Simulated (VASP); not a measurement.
GaSb3: single point with LDA

The system is GaSb3.

```xyz
4
Lattice="-0.1449 3.6220 3.8875 3.4771 0.0000 3.7426 3.6220 3.6220 -0.1449" Properties=species:S:1:pos:R:3 pbc="T T T"
Ga    0.0000    0.0000    0.0000
Sb    1.7386    1.8110    1.8713
Sb    5.2157    5.4330    5.6139
Sb    3.4771    3.6220    3.7426
```

This cell differs from its parent crystal: engineering shear strain xz -0.0800, normal strain along z +0.0733.

```
Program                : VASP 6.6.1
Task                   : single point
Functional             : LDA
Potentials or basis    : VASP PAW LDA potentials, release 64 (Ga_d, Sb)
Cutoff                 : 520 eV
k mesh                 : 10 × 10 × 10
Occupations            : gaussian, width 0.15 eV
Spin                   : no spin polarisation
Dipole correction      : no
Further INCAR settings : ALGO = Normal; EDIFF = 1e-07; NBANDS = 22
```

| Property | Result |
| --- | --- |
| Pressure | -3.1 GPa |
| Largest force | 0.152 eV/Å |
| Band gap on the k mesh | zero (bands 14 and 15 overlap by 4.00 eV) |

Forces on the atoms (eV/Å):
```
Ga   0.000  0.000  0.000
Sb   0.000 -0.152  0.000
Sb   0.000  0.152  0.000
Sb   0.000  0.000  0.000
```

Stress tensor (GPa, compression positive):
```
-2.79  0.00  1.07
 0.00 -2.76  0.00
 1.07  0.00 -3.83
```

Levels at points of the mesh, in eV from the Fermi level:
| k point | band 12 | band 13 | band 14 | band 15 | band 16 | band 17 |
| --- | --- | --- | --- | --- | --- | --- |
| (0.00, 0.00, 0.00) | -2.46 | -2.32 | -2.27 | -2.18 | -0.93 | -0.40 |
| (0.50, 0.00, 0.00) | -2.66 | -2.38 | -0.46 | -0.09 | 1.68 | 2.57 |
| (0.00, 0.50, 0.00) | -2.70 | -2.54 | -0.49 | -0.10 | 2.03 | 2.61 |
| (0.50, 0.50, 0.00) | 0.76 | 0.93 | 1.27 | 1.36 | 1.83 | 2.16 |
| (0.50, 0.00, 0.50) | 0.43 | 0.44 | 0.66 | 1.29 | 1.68 | 2.22 |
| (0.00, 0.50, 0.50) | 0.01 | 0.20 | 1.13 | 1.58 | 1.59 | 2.14 |

It took 11 min on 1 thread of Intel(R) Xeon(R) 6975P-C (Granite Rapids) (shared host), peak memory 0.64 GiB.

Caveat: the cell differs from its parent crystal (engineering shear strain xz -0.0800, normal strain along z +0.0733); the cell stands under tension; spin-orbit coupling is left out, which moves the levels of the heavy elements.
